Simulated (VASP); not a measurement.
# C (P6_3/mmc) in VASP: further runs

Runs on C. Level: r2SCAN. Tasks: single point, relaxation of cell and atoms, relaxation of shape and atoms at fixed volume.

All numbers are computed with VASP 6.6.1; they aren't measurements. Logs are shortened: lines on timing, memory, paths and dates and some standing lists are left out, and cuts for length are marked.

## (1) The cell of the first run

It takes space group P6_3/mmc (No. 194, hexagonal). Conventional cell: a = 2.562 Å, b = 2.562 Å, c = 12.634 Å, α = 90.00°, β = 90.00°, γ = 120.00°. C (site symmetry 3m) has 4 C at 1.57 to 1.60 Å within 2.1 Å. Within 2.1 Å of C (site symmetry 3m) lie 4 C at 1.57 Å. Within 2.1 Å of C (site symmetry 3m) lie 4 C at 1.57 Å.

## (2) Single point, r2SCAN (5.98 Å³/atom)

POSCAR reads:

```
C
1.0
    2.5617199499      0.0000000000      0.0000000000
   -1.2808599750      2.2185145540      0.0000000000
    0.0000000000      0.0000000000     12.6342292954
C
12
Direct
    0.0000000000      0.0000000000      0.1867606245
    0.0000000000      0.0000000000      0.6867606245
    0.0000000000      0.0000000000      0.3132393755
    0.0000000000      0.0000000000      0.8132393755
    0.3333333333      0.6666666667      0.5207505384
    0.6666666667      0.3333333333      0.0207505384
    0.3333333333      0.6666666667      0.9792494616
    0.6666666667      0.3333333333      0.4792494616
    0.3333333333      0.6666666667      0.6450560930
    0.6666666667      0.3333333333      0.1450560930
    0.3333333333      0.6666666667      0.8549439070
    0.6666666667      0.3333333333      0.3549439070
```

INCAR.step1 reads:

```
  ALGO = Normal
  EDIFF = 1E-4
  ENCUT = 520
  GGA = PE
  ISMEAR = 0
  LASPH = T
  LCHARG = F
  LREAL = F
  LWAVE = T
  NBANDS = 36
  NELM = 100
  PREC = Accurate
  SIGMA = 0.02
```

INCAR.step2 reads:

```
  ALGO = Normal
  EDIFF = 1E-7
  ENCUT = 520
  ISIF = 2
  ISMEAR = 0
  ISTART = 1
  LASPH = T
  LCHARG = F
  LMIXTAU = T
  LREAL = F
  LWAVE = F
  METAGGA = R2SCAN
  NBANDS = 36
  NELM = 100
  PREC = Accurate
  SIGMA = 0.02
```

KPOINTS reads:

```
k-points
0
Gamma
  12 12 2
```

Potentials or basis: VASP PAW PBE potentials, release 64 (C).

Started as:

```
> cat potpaw_PBE.64/C/POTCAR > POTCAR
> cp INCAR.step1 INCAR
> mpirun -np 1 vasp_std > vasp.out
> cp INCAR.step2 INCAR
> mpirun -np 1 vasp_std > vasp.out
```

OUTCAR:

```text
EDIFF = 1E-7
   ENCUT = 520
   ISIF = 2
   ISMEAR = 0
   ISTART = 1
   LASPH = T
   LREAL = F
   METAGGA = R2SCAN
   NELM = 100
   PREC = Accurate

 ion  position               nearest neighbor table
   1  0.000  0.000  0.187-  10 1.57  10 1.57  10 1.57   3 1.60
   2  0.000  0.000  0.687-   9 1.57   9 1.57   9 1.57   4 1.60
   3  0.000  0.000  0.313-  12 1.57  12 1.57  12 1.57   1 1.60
   4  0.000  0.000  0.813-  11 1.57  11 1.57  11 1.57   2 1.60
   5  0.333  0.667  0.521-   8 1.57   8 1.57   8 1.57   9 1.57
   6  0.667  0.333  0.021-   7 1.57   7 1.57   7 1.57  10 1.57
   7  0.333  0.667  0.979-   6 1.57   6 1.57   6 1.57  11 1.57
   8  0.667  0.333  0.479-   5 1.57   5 1.57   5 1.57  12 1.57
   9  0.333  0.667  0.645-   2 1.57   2 1.57   2 1.57   5 1.57
  10  0.667  0.333  0.145-   1 1.57   1 1.57   1 1.57   6 1.57
  11  0.333  0.667  0.855-   4 1.57   4 1.57   4 1.57   7 1.57
  12  0.667  0.333  0.355-   3 1.57   3 1.57   3 1.57   8 1.57

  LATTYP: Found a hexagonal cell.
 ALAT       =     2.5617199499
 C/A-ratio  =     4.9319322730

  Lattice vectors:

 A1 = (   2.5617199499,   0.0000000000,   0.0000000000)
 A2 = (  -1.2808599750,   2.2185145540,   0.0000000000)
 A3 = (   0.0000000000,   0.0000000000,  12.6342292954)

Analysis of symmetry for initial positions (statically):
=====================================================================
 Subroutine PRICEL returns:
 Original cell was already a primitive cell.

 Routine SETGRP: Setting up the symmetry group for a
 hexagonal supercell.

 Subroutine GETGRP returns: Found 24 space group operations
 (whereof 12 operations were pure point group operations)
 out of a pool of 24 trial point group operations.

The static configuration has the point symmetry D_3d.
 The point group associated with its full space group is D_6h.

Analysis of symmetry for dynamics (positions and initial velocities):
=====================================================================
 Subroutine PRICEL returns:
 Original cell was already a primitive cell.

 Routine SETGRP: Setting up the symmetry group for a
 hexagonal supercell.

 Subroutine GETGRP returns: Found 24 space group operations
 (whereof 12 operations were pure point group operations)
 out of a pool of 24 trial point group operations.

The dynamic configuration has the point symmetry D_3d.
 The point group associated with its full space group is D_6h.

 Subroutine INISYM returns: Found 24 space group operations
 (whereof 12 operations are pure point group operations),
 and found     1 'primitive' translations

----------------------------------------------------------------------------------------

                                     Primitive cell

  volume of cell :      71.8030

  direct lattice vectors                    reciprocal lattice vectors
     2.561719950  0.000000000  0.000000000     0.390362733  0.225376029  0.000000000
    -1.280859975  2.218514554  0.000000000     0.000000000  0.450752058  0.000000000
     0.000000000  0.000000000 12.634229295     0.000000000  0.000000000  0.079150059

  length of vectors
     2.561719950  2.561719950 12.634229295     0.450752058  0.450752058  0.079150059

  position of ions in fractional coordinates (direct lattice)
     0.000000000  0.000000000  0.186760625
     0.000000000  0.000000000  0.686760625
     0.000000000  0.000000000  0.313239375
     0.000000000  0.000000000  0.813239375
     0.333333333  0.666666667  0.520750538
     0.666666667  0.333333333  0.020750538
     0.333333333  0.666666667  0.979249462
     0.666666667  0.333333333  0.479249462
     0.333333333  0.666666667  0.645056093
     0.666666667  0.333333333  0.145056093
     0.333333333  0.666666667  0.854943907
     0.666666667  0.333333333  0.354943907

  ion indices of the primitive-cell ions
   primitive index   ion index
                 1           1
                 2           2
                 3           3
                 4           4
                 5           5
                 6           6
                 7           7
                 8           8
                 9           9
                10          10
                11          11
                12          12

----------------------------------------------------------------------------------------

 KPOINTS: k-points

Automatic generation of k-mesh.
 Grid dimensions read from file:
 generate k-points for:   12   12    2

 Generating k-lattice:

  Cartesian coordinates                     Fractional coordinates (reciprocal lattice)
     0.032530228  0.018781336  0.000000000     0.083333333  0.000000000  0.000000000
     0.000000000  0.037562671  0.000000000     0.000000000  0.083333333  0.000000000
     0.000000000  0.000000000  0.039575030     0.000000000  0.000000000  0.500000000

  Length of vectors
     0.037562671  0.037562671  0.039575030

  Shift w.r.t. Gamma in fractional coordinates (k-lattice)
     0.000000000  0.000000000  0.000000000

 Subroutine IBZKPT returns following result:
 ===========================================

 Found     38 irreducible k-points:

 Following reciprocal coordinates:
            Coordinates               Weight
  0.000000  0.000000  0.000000      1.000000
  0.083333 -0.000000  0.000000      6.000000
  0.166667 -0.000000  0.000000      6.000000
  0.250000 -0.000000  0.000000      6.000000
  0.333333 -0.000000  0.000000      6.000000
  0.416667  0.000000  0.000000      6.000000
[... 16 lines left out ...]
  0.250000 -0.000000  0.500000      6.000000
  0.333333 -0.000000  0.500000      6.000000
 [... further k-points ...]
   k-points           NKPTS =     38   k-points in BZ     NKDIM =     38   number of bands    NBANDS=     36
   number of dos      NEDOS =    301   number of ions     NIONS =     12
   total plane-waves  NPLWV =  38400
   dimension x,y,z NGX =    20 NGY =   20 NGZ =   96
   dimension x,y,z NGXF=    40 NGYF=   40 NGZF=  192
   ions per type =              12
   NGX,Y,Z   is equivalent  to a cutoff of  12.98, 12.98, 12.63 a.u.
   NGXF,Y,Z  is equivalent  to a cutoff of  25.96, 25.96, 25.26 a.u.
 SYSTEM =  unknown system
   PREC   = accura    normal or accurate (medium, high low for compatibility)
   ISTART =      1    job   : 0-new  1-cont  2-samecut
   ICHARG =      0    charge: 1-file 2-atom 10-const
   ISPIN  =      1    spin polarized calculation?
   LNONCOLLINEAR =      F non collinear calculations
   LSORBIT =      F    spin-orbit coupling
   LASPH  =      T    aspherical Exc in radial PAW
   ENCUT  =  520.0 eV  38.22 Ry    6.18 a.u.   4.76  4.76 23.49*2*pi/ulx,y,z
   NELM   =    100;   NELMIN=  2; NELMDL=  0     # of ELM steps
   EDIFF  = 0.1E-06   stopping-criterion for ELM
   LREAL  =      F    real-space projection
   EDIFFG = 0.1E-05   stopping-criterion for IOM
   NSW    =      0    number of steps for IOM
   IBRION =     -1    ionic relax: 0-MD 1-quasi-New 2-CG
   NFREE  =      0    steps in history (QN), initial steepest desc. (CG)
   ISIF   =      2    stress and relaxation
   ISYM   =      2    0-nonsym 1-usesym 2-fastsym
   POTIM  = 0.5000    time-step for ionic-motion
   TEBEG  =    0.0;   TEEND  =   0.0 temperature during run
   PSTRESS=    0.0 pullay stress
   NELECT =      48.0000    total number of electrons
   NUPDOWN=      -1.0000    fix difference up-down
   EMIN   =  10.00;   EMAX   =-10.00  energy-range for DOS
   EFERMI =   0.00;   METHOD = LEGACY
   ISMEAR =     0;   SIGMA  =   0.02  broadening in eV -4-tet -1-fermi 0-gaus
   EFERMI_NEDOS =   21; number of points for ismear=-14 and -15
   IALGO  =     38    algorithm
   IMIX   =      4    mixing-type and parameters
     AMIX     =   0.40;   BMIX     =  1.00
     AMIX_MAG =   1.60;   BMIX_MAG =  1.00
  volume/ion in A,a.u.               =       5.98        40.38
  Fermi-wavevector in a.u.,A,eV,Ry     =   1.431444  2.705037 27.878770  2.049032
  Thomas-Fermi vector in A             =   2.551180
   LORBIT       =      0    0 simple, 1 ext, 2 COOP (PROOUT), +10 PAW based schemes
   METAGGA = R2SCAN    functional components
   LHFCALC =     F    Hartree Fock is set to
   AEXX    =    0.0000 exact exchange contribution
   IVDW    =     0    specifies the selected vdW correction
   LEPSILON=     F    determine dielectric tensor
   LRPA    =     F    only Hartree local field effects (RPA)
 non-spin polarized calculation
 Gauss-broadening in eV      SIGMA  =   0.02
  energy-cutoff  :      520.00
  volume of cell :       71.80
 maximum number of plane-waves:      1955
 NGX is ok and might be reduce to    20
   NGX =  9   NGY =  9   NGZ = 47

 number of electron      47.9999997 magnetization

 Free energy of the ion-electron system (eV)
  ---------------------------------------------------
  ext. energy  EPLUGINS =         0.00000000
  ---------------------------------------------------
  free energy    TOTEN  =      -117.58173693 eV

  energy without entropy =     -117.58173693  energy(sigma->0) =     -117.58173693

 E-fermi :   9.1667     XC(G=0): -13.9648

 val. band max:        9.0288132298   @ k =   0.0000   0.0000   0.0000
 cond. band min:      13.5357855732   @ k =   0.3333  -0.0000   0.0000
 fundamental gap:      4.5069723434
 Fermi energy:         9.1667475375

 k-point     1 :       0.0000    0.0000    0.0000
  band No.  band energies     occupation
      1     -13.0281      2.00000
      2     -12.3067      2.00000
      3     -12.2173      2.00000
      4     -10.0673      2.00000
      5      -9.9943      2.00000
      6      -7.4596      2.00000
[... 28 lines left out ...]
     35      17.1816      0.00000
     36      17.1897      0.00000

 k-point     2 :       0.0833   -0.0000    0.0000
  band No.  band energies     occupation
      1     -12.8554      2.00000
      2     -12.1350      2.00000
      3     -12.0460      2.00000
      4      -9.9003      2.00000
      5      -9.8279      2.00000
      6      -7.3028      2.00000
[... 28 lines left out ...]
     35      17.4920      0.00000
     36      17.5331      0.00000
[... 817 lines left out ...]
     35      18.8841      0.00000
     36      18.8841      0.00000

 k-point    24 :       0.3333   -0.0000    0.5000
  band No.  band energies     occupation
      1     -10.1327      2.00000
      2     -10.1327      2.00000
      3      -8.6742      2.00000
      4      -8.6742      2.00000
      5      -6.0249      2.00000
      6      -6.0249      2.00000
[... 28 lines left out ...]
     35      18.2283      0.00000
     36      18.2283      0.00000

 [... further k-points ...]
[... 5 lines left out ...]
  --------------------------------------------------------------------------------------
  -------------------------------------------------------------------------------------
  Total      -10.1828846    -10.1828846    -10.1848509      0.0000000     -0.0000000      0.0000000
  in kB     -227.2158988   -227.2158988   -227.2597748      0.0000000     -0.0000000      0.0000000
  external PRESSURE =    -227.2305241 kB  Pullay stress =       0.0000000 kB

 VOLUME and BASIS-vectors are now :
 -----------------------------------------------------------------------------
  energy-cutoff  :      520.00
  volume of cell :       71.80
      direct lattice vectors                 reciprocal lattice vectors
     2.561719950  0.000000000  0.000000000     0.390362733  0.225376029  0.000000000
    -1.280859975  2.218514554  0.000000000     0.000000000  0.450752058  0.000000000
     0.000000000  0.000000000 12.634229295     0.000000000  0.000000000  0.079150059

 POSITION                                       TOTAL-FORCE (eV/Angst)
 -----------------------------------------------------------------------------------
      0.00000      0.00000      2.35958        -0.000000     -0.000000      0.005843
      0.00000      0.00000      8.67669         0.000000      0.000000      0.005843
      0.00000      0.00000      3.95754        -0.000000     -0.000000     -0.005843
      0.00000      0.00000     10.27465        -0.000000      0.000000     -0.005843
     -0.00000      1.47901      6.57928        -0.000000     -0.000000      0.000478
      1.28086      0.73950      0.26217        -0.000000      0.000000      0.000478
     -0.00000      1.47901     12.37206         0.000000      0.000000     -0.000478
      1.28086      0.73950      6.05495         0.000000     -0.000000     -0.000478
     -0.00000      1.47901      8.14979        -0.000000     -0.000000      0.000396
      1.28086      0.73950      1.83267         0.000000     -0.000000      0.000396
     -0.00000      1.47901     10.80156        -0.000000     -0.000000     -0.000396
      1.28086      0.73950      4.48444        -0.000000      0.000000     -0.000396
 -----------------------------------------------------------------------------------
    total drift:                               -0.000000      0.000000      0.000000

  FREE ENERGIE OF THE ION-ELECTRON SYSTEM (eV)
  ---------------------------------------------------
  free  energy   TOTEN  =      -117.5817369266 eV

  energy  without entropy=     -117.5817369266  energy(sigma->0) =     -117.58173693
```

Run time: 2.8 min. Hardware: 1 thread of Intel Xeon 6975P-C (Granite Rapids), shared host; peak memory 0.22 GiB.

What came out:

```
Free energy            : -117.5817 eV
Pressure               : -22.7 GPa
Largest force          : 0.006 eV/Å
Band gap on the k mesh : 4.51 eV (least direct gap 5.51 eV)
```

Forces on the atoms (eV/Å):
```
C    0.000  0.000  0.006
C    0.000  0.000  0.006
C    0.000  0.000 -0.006
C    0.000  0.000 -0.006
C    0.000  0.000  0.000
C    0.000  0.000  0.000
C    0.000  0.000  0.000
C    0.000  0.000  0.000
C    0.000  0.000  0.000
C    0.000  0.000  0.000
C    0.000  0.000  0.000
C    0.000  0.000  0.000
```

Caveat: the cell stands under tension; the PAW data sets were made with another functional, which shifts forces and pressure a little.

(Continued in part 2 of 2.)
